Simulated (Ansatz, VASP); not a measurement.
**Two plane-wave programs on AlRu**

```
Al Ru
1.0
     2.91681    0.00000    0.00000
     0.00000    2.91681    0.00000
     0.00000    0.00000    3.06639
Al Ru
1 1
Direct
  0.00000 0.00000 0.00000
  0.50000 0.50000 0.50000
```

Change from the starting cell: strain -0.025 along x and y, +0.025 along z, atoms carried along.

Alike in both runs: task single point; functional r2SCAN; k mesh 16 × 16 × 16; occupations gaussian, width 0.15 eV; no spin polarisation.

```csv
,VASP,Ansatz
version,VASP 6.6.1,Ansatz 0.2.0
potentials or method,"VASP PAW PBE potentials, release 64 (Al, Ru_pv), cutoff 520 eV","scalar-relativistic, plane waves, PAW"
valence electrons in the cell,17,19
```

|  | VASP | Ansatz | Ansatz less VASP |
| --- | --- | --- | --- |
| gap on the k mesh at the Fermi level (eV) | none | none | - |
| pressure (GPa) | 4.3 | 4.2 | -0.18 |
| traceless stress, the component that is largest in VASP (GPa) | -6.33 | -6.30 | +0.028 |

VASP's potentials were made for PBE, not for r2SCAN. A gap of «none» marks a metal or a gap that the smearing closes. With one functional, cell and mesh, what is left measures potentials, basis and numerics. VASP's potentials hold 17 valence electrons a cell and Ansatz's 19, so a difference there can come from the potentials and not from the codes.
